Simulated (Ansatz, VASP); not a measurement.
ZnS in VASP and in Ansatz

```
Zn S
1.0
     3.80680    0.00000    0.00000
    -1.90340    3.29679    0.00000
     0.00000    0.00000    6.24658
Zn S
2 2
Cartesian
  0.0000 2.1979 -0.3511
  1.9034 1.0989 2.7721
  0.0000 2.1979 2.6936
  1.9034 1.0989 5.8169
```

Change from the starting cell: polar distortion scaled by 0.10.

Alike in both runs: task single point; functional r2SCAN; k mesh 9 × 9 × 6; no spin polarisation.

```csv
,VASP,Ansatz
version,VASP 6.6.1,Ansatz 0.2.0
potentials or method,"VASP PAW PBE potentials, release 64 (Zn, S), cutoff 520 eV","scalar-relativistic, plane waves, PAW"
occupations,"gaussian, width 0.01 eV",fixed
valence electrons in the cell,36,36
```

Ansatz gave:

```
gap on the k mesh at the Fermi level (eV)                     : 3.11
least direct gap on the mesh (eV)                             : 3.11
pressure (GPa)                                                : 5.5
traceless stress, the component that is largest in VASP (GPa) : -5.39
rms of the force components (eV/Å)                            : 0.119
```

Q: Estimate VASP's values.

A: gap on the k mesh at the Fermi level (eV): 3.12; least direct gap on the mesh (eV): 3.12; pressure (GPa): 5.7; traceless stress, the component that is largest in VASP (GPa): -5.49; rms of the force components (eV/Å): 0.125.

VASP's potentials were made for PBE, not for r2SCAN. Atom by atom the forces differ by 0.006 eV/Å (rms over components).
